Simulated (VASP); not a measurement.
# GaP (F-43m) in VASP: further runs, part 2 of 2

VASP 6.6.1. The steps go on from the part before.

**3. Single point, PBE**

This run uses another cell than the first one, of 14.58 Å³/atom, 0.670 times its volume.

Input file INCAR:

```
ALGO = Normal ; EDIFF = 1E-6
ENCUT = 520 ; GGA = PE
ISIF = 2 ; ISMEAR = 0
LASPH = T ; LCHARG = F
LREAL = F ; LWAVE = F
NBANDS = 16 ; NELM = 100
PREC = Accurate ; SIGMA = 0.02
```

Input file KPOINTS:

```
k-points
0
Gamma
  10 10 10
```

Input file POSCAR:

```
GaP
1.0
    0.0000000000      2.4432009320      2.4432009320
    2.4432009320      0.0000000000      2.4432009320
    2.4432009320      2.4432009320      0.0000000000
Ga P
1 1
Direct
    0.0000000000      0.0000000000      0.0000000000
    0.2500000000      0.2500000000      0.2500000000
```

Potentials or basis: VASP PAW PBE potentials, release 64 (Ga_d, P).

Started as:

```console
$ cat potpaw_PBE.64/Ga_d/POTCAR potpaw_PBE.64/P/POTCAR > POTCAR
$ mpirun -np 1 vasp_std > vasp.out
```

OUTCAR:

```text
EDIFF = 1E-6
   ENCUT = 520
   GGA = PE
   ISIF = 2
   ISMEAR = 0
   LASPH = T
   LREAL = F
   NELM = 100
   PREC = Accurate

 ion  position               nearest neighbor table
   1  0.000  0.000  0.000-   2 2.12   2 2.12   2 2.12   2 2.12
   2  0.250  0.250  0.250-   1 2.12   1 2.12   1 2.12   1 2.12

  LATTYP: Found a face centered cubic cell.
 ALAT       =     4.8864018640

  Lattice vectors:

 A1 = (   0.0000000000,   2.4432009320,   2.4432009320)
 A2 = (   2.4432009320,   0.0000000000,   2.4432009320)
 A3 = (   2.4432009320,   2.4432009320,   0.0000000000)

Analysis of symmetry for initial positions (statically):
=====================================================================
 Subroutine PRICEL returns:
 Original cell was already a primitive cell.

 Routine SETGRP: Setting up the symmetry group for a
 face centered cubic supercell.

 Subroutine GETGRP returns: Found 24 space group operations
 (whereof 24 operations were pure point group operations)
 out of a pool of 48 trial point group operations.

The static configuration has the point symmetry T_d .

Analysis of symmetry for dynamics (positions and initial velocities):
[... 162 lines left out ...]
 val. band max:        8.6861075980   @ k =   0.0000   0.0000   0.0000
 cond. band min:       9.4424216250   @ k =   0.5000   0.5000   0.0000
 fundamental gap:      0.7563140271
 Fermi energy:         8.8120189674

 k-point     1 :       0.0000    0.0000    0.0000
  band No.  band energies     occupation
      1      -6.9440      2.00000
      2      -6.9440      2.00000
      3      -6.9440      2.00000
      4      -6.8221      2.00000
      5      -6.6962      2.00000
      6      -6.6962      2.00000
[... 433 lines left out ...]
      3      -6.8094      2.00000
      4      -6.7863      2.00000
      5      -6.6495      2.00000
      6      -3.8479      2.00000
[... 8 lines left out ...]
     15      21.7742      0.00000
     16      24.8874      0.00000

 [... further k-points ...]

------------------------ aborting loop because EDIFF is reached ----------------------------------------

  FORCE on cell =-STRESS in cart. coord.  units (eV):
  Direction    XX          YY          ZZ          XY          YZ          ZX
  --------------------------------------------------------------------------------------
  -------------------------------------------------------------------------------------
  Total       10.8145691     10.8145691     10.8145691     -0.0000000      0.0000000      0.0000000
  in kB      594.0352953    594.0352953    594.0352953     -0.0000000      0.0000000      0.0000000
  external PRESSURE =     594.0352953 kB  Pullay stress =       0.0000000 kB

 VOLUME and BASIS-vectors are now :
 -----------------------------------------------------------------------------
  energy-cutoff  :      520.00
  volume of cell :       29.17
      direct lattice vectors                 reciprocal lattice vectors
     0.000000000  2.443200932  2.443200932    -0.204649562  0.204649562  0.204649562
     2.443200932  0.000000000  2.443200932     0.204649562 -0.204649562  0.204649562
     2.443200932  2.443200932  0.000000000     0.204649562  0.204649562 -0.204649562

 POSITION                                       TOTAL-FORCE (eV/Angst)
 -----------------------------------------------------------------------------------
      0.00000      0.00000      0.00000         0.000000      0.000000      0.000000
      1.22160      1.22160      1.22160        -0.000000     -0.000000     -0.000000
 -----------------------------------------------------------------------------------
    total drift:                                0.000001      0.000001      0.000001

  FREE ENERGIE OF THE ION-ELECTRON SYSTEM (eV)
  ---------------------------------------------------
  free  energy   TOTEN  =        -7.4251307919 eV

  energy  without entropy=       -7.4251307919  energy(sigma->0) =       -7.42513079
```

stdout:

```text
POSCAR found type information on POSCAR GaP
 POSCAR found :  2 types and       2 ions
 scaLAPACK will be used
 LDA part: xc-table for (Slater+PW92), standard interpolation
 POSCAR, INCAR and KPOINTS ok, starting setup
 FFT: planning ... GRIDC
 FFT: planning ... GRID_SOFT
 FFT: planning ... GRID
 WAVECAR not read
 entering main loop
```

Run time: 11 s. Hardware: 1 thread of Intel Xeon 6975P-C (Granite Rapids), shared host; peak memory 0.16 GiB.

Results:

```yaml
Free_energy: -7.4251 eV
Pressure: 59.4 GPa
Band_gap_on_the_k_mesh: 0.76 eV, indirect (least direct gap 3.57 eV)
```

A k mesh can miss the band edges. A hybrid or GW would open this gap; PBE tends to underestimate it.

**4. Single point, PBE**

This run uses another cell than the first one, of 14.58 Å³/atom, 0.670 times its volume.

Input file INCAR:

```
SYSTEM = GaP
  PREC = Accurate
  ENCUT = 520
  EDIFF = 1E-6
  ISMEAR = 0
  SIGMA = 0.02
  LREAL = .FALSE.
  LASPH = .TRUE.
  NELM = 60
  ALGO = Normal
  ISIF = 2
  LWAVE = .FALSE.
  LCHARG = .FALSE.
  GGA = PE
  NBANDS = 16
```

Input file KPOINTS:

```
Automatic mesh
0
G
  10 10 10
  0 0 0
```

POSCAR is that of step 3.

Started as:

```console
$ cat potpaw_PBE.64/Ga_d/POTCAR potpaw_PBE.64/P/POTCAR > POTCAR
$ mpirun -np 1 vasp_std > vasp.out
```

Wall time 11 s (1 thread of Intel Xeon 6975P-C (Granite Rapids), shared host); peak memory 0.17 GiB.

The run converged. Its results:

```yaml
Free_energy: -7.4251 eV
Pressure: 59.4 GPa
Band_gap_on_the_k_mesh: 0.76 eV, indirect (least direct gap 3.57 eV)
```

Levels at points of the mesh, in eV from the valence-band top:
```csv
k point,band 6,band 7,band 8,band 9,band 10,band 11,band 12,band 13
"(0.00, 0.00, 0.00)",-15.38,0.00,0.00,0.00,3.57,3.57,3.57,4.64
"(0.50, 0.00, 0.00)",-12.10,-9.01,-1.71,-1.71,2.63,4.37,4.37,8.55
"(0.50, 0.50, 0.00)",-10.77,-8.64,-4.09,-4.09,0.76,1.15,12.87,12.87
```

**5. Single point, PBE**

This run uses another cell than the first one, of 16.53 Å³/atom, 0.759 times its volume.

Input file INCAR:

```
SYSTEM = GaP
PREC = Accurate
ENCUT = 520
EDIFF = 1E-6
ISMEAR = 0
SIGMA = 0.02
LREAL = .False.
LASPH = .True.
NELM = 100
ALGO = Normal
ISIF = 2
LWAVE = .False.
LCHARG = .True.
GGA = PE
LELF = .True.
LVHAR = .True.
NBANDS = 16
```

Input file KPOINTS:

```
Automatic mesh
0
Gamma
  10 10 10
  0 0 0
```

Input file POSCAR:

```
GaP
1.0
    0.0000000000      2.5471585749      2.5471585749
    2.5471585749      0.0000000000      2.5471585749
    2.5471585749      2.5471585749      0.0000000000
Ga P
1 1
Direct
    0.0000000000      0.0000000000      0.0000000000
    0.2500000000      0.2500000000      0.2500000000
```

Started as:

```console
$ cat potpaw_PBE.64/Ga_d/POTCAR potpaw_PBE.64/P/POTCAR > POTCAR
$ mpirun -np 1 vasp_std > vasp.out
```

Run time: 12 s. Hardware: 1 thread of Intel Xeon 6975P-C (Granite Rapids), shared host; peak memory 0.17 GiB.

It converged, with:

```yaml
Free_energy: -8.4735 eV
Pressure: 29.6 GPa
Band_gap_on_the_k_mesh: 1.15 eV, indirect (least direct gap 3.57 eV)
```

Levels at points of the mesh, in eV from the valence-band top:
```tsv
k point	band 7	band 8	band 9	band 10	band 11	band 12
(0.00, 0.00, 0.00)	0.00	0.00	0.00	3.57	3.75	3.75
(0.50, 0.00, 0.00)	-7.98	-1.46	-1.46	2.28	4.57	4.57
(0.50, 0.50, 0.00)	-7.84	-3.48	-3.48	1.15	1.50	12.08
```

A k mesh can miss the band edges. A hybrid or GW would open this gap; PBE tends to underestimate it.

**6. Overview**

| cell | k mesh | gap on the mesh (eV) | pressure (GPa) |
| --- | --- | --- | --- |
| a = 3.949 Å, angles 60.0°, 2 atoms | 8 × 8 × 8 | 1.23 | -3.0 |
| a = 3.455 Å, angles 60.0°, 2 atoms | 10 × 10 × 10 | 0.76 | 59.4 |
| a = 3.602 Å, angles 60.0°, 2 atoms | 10 × 10 × 10 | 1.15 | 29.6 |

Alike in all rows: task single point; level PBE; potentials or basis VASP PAW PBE potentials, release 64 (Ga_d, P); no spin polarisation; cutoff (eV) 520; smearing gaussian 0.02 eV.

Total energies depend on the potentials used, so only differences within one code and one set of settings carry meaning.
